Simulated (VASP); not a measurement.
Set up this calculation in VASP 6.6.1, as the native input.

```
Task                   : single point
Functional             : PBE
Potentials or basis    : VASP PAW PBE potentials, release 64 (Si, Mo_sv, N)
Cutoff                 : 520 eV
k mesh                 : 8 × 8 × 1
Occupations            : gaussian, width 0.1 eV
Spin                   : no spin polarisation
Dipole correction      : yes
Further INCAR settings : ALGO = Normal; EDIFF = 1e-06; NBANDS = 34
```

The structure of Si4Mo2N lies in POSCAR:

```
Si4Mo2N
1.0
    3.2169717285      0.0000000000      0.0000000000
    0.0000000000      3.2169717285      0.0000000000
    0.0000000000      0.0000000000     21.8787970046
Si Mo N
4 2 1
Direct
    0.0000000000      0.0000000000      0.1828254085
    0.0000000000      0.0000000000      0.3015081460
    0.5000000000      0.5000000000      0.3593659936
    0.5000000000      0.5000000000      0.4743769505
    0.5000000000      0.5000000000      0.2421667772
    0.0000000000      0.0000000000      0.4192862006
    0.7500000000      0.7500000000      0.5284236287
```

One way to write it, as run:

INCAR

```
ALGO = Normal
DIPOL = 0.5 0.5 0.358
EDIFF = 1E-6
ENCUT = 520
GGA = PE
IDIPOL = 3
ISIF = 2
ISMEAR = 0
LASPH = True
LCHARG = False
LDIPOL = True
LREAL = False
LWAVE = False
NBANDS = 34
NELM = 100
PREC = Accurate
SIGMA = 0.1
```

KPOINTS

```
k-points
0
Gamma
  8 8 1
```

Potentials or basis: VASP PAW PBE potentials, release 64 (Si, Mo_sv, N).

The run is started by

```bash
$ cat potpaw_PBE.64/Si/POTCAR potpaw_PBE.64/Mo_sv/POTCAR potpaw_PBE.64/N/POTCAR > POTCAR
$ mpirun -np 1 vasp_std > vasp.out
```

Results of the run:

```yaml
Largest_force: 2.128 eV/Å
Band_gap_on_the_k_mesh: zero (an odd number of electrons rules out a gap without spin polarisation)
```

Wall time 2.9 min on 1 thread of AMD EPYC 9R45 96-Core Processor (Zen 5), with other jobs on the host, peak memory 0.35 GiB.
